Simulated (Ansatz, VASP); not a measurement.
# Two plane-wave programs on MnS

File INCAR:

```
ALGO     = Normal         # electronic algorithm
EDIFF    = 1E-7           # SCF threshold, eV
ENCUT    = 520            # plane-wave cutoff, eV
GGA      = PE             # functional
ISIF     = 2              # what is computed and relaxed
ISMEAR   = 0              # smearing method
ISPIN    = 2              # spin polarisation
LASPH    = True           # aspherical terms in the spheres
LCHARG   = False          # write CHGCAR
LMAXMIX  = 4              # l up to which the mixer works
LORBIT   = 11             # projections on sites
LREAL    = False          # projectors in reciprocal space
LWAVE    = False          # write WAVECAR
MAGMOM   = 5 0            # initial moments
NBANDS   = 20             # bands
NELM     = 150            # most SCF steps
PREC     = Accurate       # precision mode
SIGMA    = 0.05           # smearing width, eV
```

Contents of KPOINTS:

```
k-points
0
Gamma
  12 12 12
```

POSCAR

```
MnS
1.0
    0.0000000000      2.6045000000      2.6045000000
    2.6045000000      0.0000000000      2.6045000000
    2.6045000000      2.6045000000      0.0000000000
Mn S
1 1
Direct
    0.0000000000      0.0000000000      0.0000000000
    0.5000000000      0.5000000000      0.5000000000
```

Input for Ansatz:

```yaml
crystal:
  lattice:
    - [0.0, 2.6045, 2.6045]
    - [2.6045, 0.0, 2.6045]
    - [2.6045, 2.6045, 0.0]
  atoms:
    - { symbol: Mn, position: [0.0, 0.0, 0.0], spin: 5.0 }
    - { symbol: S, position: [0.5, 0.5, 0.5] }
basis:
  ecutwfc: 420
  ecutrho_ratio: 4
kpoints:
  mp_grid: { grid: [12, 12, 12] }
hamiltonian:
  xc: pbe
scf:
  occupations: { method: gaussian, width: 0.05 }
output:
  forces: true
  stress: true
  eigenvalues: true
  populations: true
magnetization:
  spin_polarized: true
```

Alike in both runs: task single point; functional PBE; k mesh 12 × 12 × 12; occupations gaussian, width 0.05 eV; collinear spin.

|  | VASP | Ansatz |
| --- | --- | --- |
| version | VASP 6.6.1 | Ansatz 0.2.0 |
| potentials or method | VASP PAW PBE potentials, release 64 (Mn_pv, S), cutoff 520 eV | scalar-relativistic, plane waves, PAW |
| valence electrons in the cell | 19 | 21 |

```csv
,VASP,Ansatz,Ansatz less VASP
gap on the k mesh at the Fermi level (eV),none,none,-
pressure (GPa),-2.6,-2.6,-0.03
net moment per atom (μB),2.37,2.37,-0.002
size of the moment on the site where the two differ most (μB),4.27,4.22,-0.049
```

Site moments also hang on the region over which each program counts them. A gap of «none» marks a metal or a gap that the smearing closes. With one functional, cell and mesh, what is left measures potentials, basis and numerics. VASP's potentials hold 19 valence electrons a cell and Ansatz's 21, so a difference there can come from the potentials and not from the codes.
